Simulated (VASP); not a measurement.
# Au: single point with PBE

Crystal: Au.

```xyz
1
Lattice="0.0000 2.0790 2.0790 2.0790 0.0000 2.0790 2.0790 2.0790 0.0000" Properties=species:S:1:pos:R:3 pbc="T T T"
Au    0.0000    0.0000    0.0000
```

```json
{
 "Program": "VASP 6.6.1",
 "Task": "single point",
 "Functional": "PBE",
 "Potentials or basis": "VASP PAW PBE potentials, release 64 (Au)",
 "Cutoff": "520 eV",
 "k mesh": "18 × 18 × 18",
 "Occupations": "gaussian, width 0.1 eV",
 "Spin": "no spin polarisation"
}
```

- Pressure: -0.3 GPa

Levels at points of the mesh, in eV from the Fermi level:
```tsv
k point	band 4	band 5	band 6	band 7	band 8	band 9
(0.00, 0.00, 0.00)	-4.37	-2.99	-2.99	14.63	18.32	18.32
(0.50, 0.00, 0.00)	-1.90	-1.90	-0.66	2.84	14.07	16.78
(0.50, 0.50, 0.00)	-1.60	-1.60	1.22	5.40	9.90	9.90
```

It took 11 s on 1 thread of Intel(R) Xeon(R) 6975P-C (Granite Rapids), on a shared host, peak memory 0.17 GiB.

Caveat: spin-orbit coupling is left out, which moves the levels of the heavy elements.
